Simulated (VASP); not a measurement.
Input of a VASP 6.6.1 run:

Contents of INCAR:

```
ALGO = Normal
EDIFF = 1E-6
ENCUT = 520
GGA = CA
ISIF = 2
ISMEAR = 0
LASPH = True
LCHARG = False
LREAL = False
LWAVE = False
NBANDS = 12
NELM = 80
PREC = Accurate
SIGMA = 0.01
```

Contents of KPOINTS:

```
k-points
0
Gamma
  12 12 6
```

POSCAR

```
LiH
1.0
    3.2548234129      0.0000000001      0.0000000000
   -1.6274117065      2.8187597604      0.0000000000
    0.0000000000      0.0000000000      4.0690682529
Li H
2 2
Direct
    0.3333333333      0.6666666667      0.2500000000
    0.6666666667      0.3333333333      0.7500000000
    0.6666666667      0.3333333333      0.2500000000
    0.3333333333      0.6666666667      0.7500000000
```

Potentials or basis: VASP PAW LDA potentials, release 64 (Li_sv, H).

Launch:

```console
$ cat potpaw_LDA.64/Li_sv/POTCAR potpaw_LDA.64/H/POTCAR > POTCAR
$ mpirun -np 1 vasp_std > vasp.out
```

Problem. Predict the band gap on the k mesh.

Solution. 1.45 eV (least direct gap 2.67 eV).

 A k mesh can miss the band edges.
